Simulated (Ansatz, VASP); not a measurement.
## Two plane-wave programs on C

```xyz
4
Lattice="2.4612 0.0000 0.0000 -1.2306 2.1315 0.0000 0.0000 0.0000 4.0732" Properties=species:S:1:pos:R:3 pbc="T T T"
C     0.0000    1.4210   -0.0004
C     1.2306    0.7105    2.0362
C     0.0000    1.4210    1.5238
C     1.2306    0.7105    3.5604
```

Change from the starting cell: strained cell.

Alike in both runs: functional PBEsol; k mesh 9 × 9 × 6; occupations gaussian, width 0.02 eV; no spin polarisation.

Ansatz relaxed the structure, and its values are those at the end. VASP's run is a single point on that final structure, the one shown.

```csv
,VASP,Ansatz
version,VASP 6.6.1,Ansatz 0.2.0
potentials or method,"VASP PAW PBE potentials, release 64 (C), cutoff 520 eV","scalar-relativistic, plane waves, PAW"
valence electrons in the cell,16,16
```

|  | VASP | Ansatz | Ansatz less VASP |
| --- | --- | --- | --- |
| gap on the k mesh at the Fermi level (eV) | 2.85 | 2.87 | +0.022 |
| least direct gap on the mesh (eV) | 4.91 | 4.92 | +0.009 |
| pressure (GPa) | 27.0 | 25.6 | -1.41 |

VASP's potentials were made for PBE, not for PBEsol, and Ansatz warns of the same on its side. With one functional, cell and mesh, what is left measures potentials, basis and numerics. Ansatz's warnings: stress scf threshold loose.
